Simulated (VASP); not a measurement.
TiOs3: single point with r2SCAN

TiOs3:

```xyz
4
Lattice="3.9888 0.0000 0.0000 0.0000 3.9888 0.0000 0.0000 0.0000 3.9888" Properties=species:S:1:pos:R:3 pbc="T T T"
Ti    0.0000    0.0000    0.0000
Os    1.9944    1.9944    0.0000
Os    1.9944    0.0000    1.9944
Os    0.0000    1.9944    1.9944
```

```
Program             : VASP 6.6.1
Task                : single point
Functional          : r2SCAN
Potentials or basis : VASP PAW PBE potentials, release 64 (Ti_sv, Os)
Cutoff              : 520 eV
k mesh              : 6 × 6 × 6
Occupations         : fermi-dirac, width 0.1 eV
Spin                : no spin polarisation
```

| Item | Value |
| --- | --- |
| Pressure | -25.4 GPa |
| Band gap on the k mesh | zero (band 18 reaches 10.28 eV, above the bottom of band 19 at 6.78 eV) |

Levels at points of the mesh, in eV from the Fermi level:
| k point | band 16 | band 17 | band 18 | band 19 | band 20 | band 21 |
| --- | --- | --- | --- | --- | --- | --- |
| (0.00, 0.00, 0.00) | 0.88 | 2.52 | 2.74 | 2.74 | 2.74 | 3.05 |
| (0.50, 0.00, 0.00) | -1.07 | -0.23 | -0.23 | -0.20 | 1.34 | 1.45 |
| (0.50, 0.50, 0.00) | -0.90 | -0.83 | -0.83 | -0.76 | 0.26 | 0.31 |
| (0.50, 0.50, 0.50) | -0.79 | 0.05 | 0.40 | 0.40 | 0.40 | 2.51 |

Run time: 81 s on 1 thread of Intel(R) Xeon(R) 6975P-C (Granite Rapids) (shared host), peak memory 0.18 GiB.

Caveat: the PAW data sets were made with another functional, which shifts forces and pressure a little; spin-orbit coupling is left out, which moves the levels of the heavy elements.
